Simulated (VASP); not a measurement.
Crystal: AlN.

```xyz
4
Lattice="3.1100 0.0000 0.0000 -1.5550 2.6933 0.0000 0.0000 0.0000 4.9800" Properties=species:S:1:pos:R:3 pbc="T T T"
Al    0.0000    1.7956    0.0000
Al    1.5550    0.8978    2.4900
N     0.0000    1.7956    1.9024
N     1.5550    0.8978    4.3924
```

```yaml
Program: VASP 6.6.1
Task: relaxation of cell and atoms
Functional: PBE
Potentials_or_basis: VASP PAW PBE potentials, release 64 (Al, N)
Cutoff: 600 eV
k_mesh: 8 × 8 × 5
Occupations: gaussian, width 0.01 eV
Spin: no spin polarisation
```

At the start: pressure 3.8 GPa; volume 10.43 Å³/atom.

Problem. Where does the relaxation end?

Solution. Over 8 steps the energy falls by 2.2 meV/atom and the volume is 10.62 Å³/atom (+1.9 %); space group P6_3mc (No. 186, to 0.1 Å) before and after.

Step by step:
```csv
step,energy change (eV),largest force (eV/Å),pressure (GPa),volume (Å³)
1,0.0000,0.0086,3.76,41.71
2,-0.0018,0.0088,-3.13,43.21
3,-0.0089,0.0085,0.01,42.49
4,-0.0089,0.0085,-0.07,42.51
5,-0.0090,0.0086,-0.07,42.51
6,-0.0090,0.0086,-0.07,42.51
7,-0.0090,0.0048,0.06,42.48
8,-0.0090,0.0006,0.01,42.50
```

Final structure:
```
CELL_PARAMETERS angstrom
3.12803 0.00000 0.00000
-1.56401 2.70895 0.00000
0.00000 0.00000 5.01496
ATOMIC_POSITIONS crystal
Al 0.33333 0.66667 0.00023
Al 0.66667 0.33333 0.50023
N 0.33333 0.66667 0.38177
N 0.66667 0.33333 0.88177
```
